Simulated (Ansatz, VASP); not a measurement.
One calculation of InSb3, two programs

```
CELL_PARAMETERS angstrom
4.83820 0.00000 0.00000
0.00000 4.83820 0.00000
0.00000 0.00000 4.83820
ATOMIC_POSITIONS crystal
Sb 0.50000 0.50000 0.00000
Sb 0.00000 0.50000 0.50000
Sb 0.50000 0.00000 0.50000
In 0.00000 0.00000 0.00000
```

Change from the starting cell: volume scaled by 1.02.

Alike in both runs: task single point; functional PBEsol; k mesh 6 × 6 × 6; occupations fermi-dirac, width 0.05 eV; no spin polarisation.

```csv
,VASP,Ansatz
version,VASP 6.6.1,Ansatz 0.2.0
potentials or method,"VASP PAW PBE potentials, release 64 (Sb, In_d), cutoff 520 eV","all-electron LAPW, scalar-relativistic"
```

VASP gave:

- gap on the k mesh at the Fermi level (eV): none
- pressure (GPa): -3.6

**Question.** Which values does Ansatz return?

**Answer.** gap on the k mesh at the Fermi level (eV): none; pressure (GPa): -3.5.

VASP's potentials were made for PBE, not for PBEsol. A gap of «none» marks a metal or a gap that the smearing closes. Ansatz ran all-electron here, and VASP with PAW potentials.

Spin-orbit coupling is off throughout.
